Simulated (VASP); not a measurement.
Here is a VASP 6.6.1 calculation.

INCAR

```
  ALGO = Normal
  EDIFF = 1E-6
  ENCUT = 600
  GGA_COMPAT = False
  ISIF = 2
  ISMEAR = 1
  ISPIN = 2
  LASPH = True
  LCHARG = False
  LMAXMIX = 4
  LORBIT = 11
  LREAL = False
  LWAVE = False
  MAGMOM = 2.8 2
  NBANDS = 20
  NELM = 200
  PREC = Accurate
  SIGMA = 0.1
```

KPOINTS

```
k-points
0
Gamma
  6 6 6
```

Contents of POSCAR:

```
FeCo
1.0
    2.8570000000      0.0000000000      0.0000000000
    0.0000000000      2.8570000000      0.0000000000
    0.0000000000      0.0000000000      2.8570000000
Fe Co
1 1
Direct
    0.5000000000      0.5000000000      0.5000000000
    0.0000000000      0.0000000000      0.0000000000
```

Potentials or basis: VASP PAW LDA potentials, release 64 (Fe, Co).

Launch:

```bash
$ cat potpaw_LDA.64/Fe/POTCAR potpaw_LDA.64/Co/POTCAR > POTCAR
$ mpirun -np 1 vasp_std > vasp.out
```

(1) Predict the site moments.

(2) Estimate the net moment.

(3) Estimate the pressure.

Answers

(1) Fe +2.78; Co +1.79 μB.

(2) 4.62 μB per cell.

(3) -18.4 GPa.

Caveat: the k points lie up to 0.37 Å⁻¹ apart.
